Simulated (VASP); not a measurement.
Ge: electric field gradients with PBEsol

The system is Ge.

```xyz
2
Lattice="0.0000 2.8843 2.8843 2.8843 0.0000 2.8843 2.8843 2.8843 0.0000" Properties=species:S:1:pos:R:3 pbc="T T T"
Ge    2.8843    2.8843    2.8843
Ge    4.3264    4.3264    4.3264
```

| Quantity | Value |
| --- | --- |
| Program | VASP 6.6.1 |
| Task | electric field gradients |
| Functional | PBEsol |
| Potentials or basis | VASP PAW PBE potentials, release 64 (Ge_d) |
| Cutoff | 520 eV |
| k mesh | 11 × 11 × 11 |
| Occupations | fermi-dirac, width 0.05 eV |
| Spin | no spin polarisation |
| Dipole correction | no |
| Further INCAR settings | ALGO = Normal; EDIFF = 1e-08; NBANDS = 21 |

```json
{"Pressure": "-3.0 GPa", "Band gap on the k mesh": "zero (bands 14 and 15 overlap by 0.03 eV)", "Largest electric field gradient by atom": "zero within the noise of the run"}
```

Levels at points of the mesh, in eV from the Fermi level:
```tsv
k point	band 10	band 11	band 12	band 13	band 14	band 15	band 16	band 17	band 18	band 19
(0.00, 0.00, 0.00)	-24.41	-12.31	-0.47	0.06	0.06	0.06	2.56	2.56	2.56	6.14
```

Wall time 53 s on 1 thread of Intel(R) Xeon(R) Platinum 8259CL CPU @ 2.50GHz (Skylake/Cascade Lake) (shared host), peak memory 0.19 GiB.

Caveat: semilocal functionals underestimate gaps, so a narrow gap can read as zero; the PAW data sets were made with another functional, which shifts forces and pressure a little.
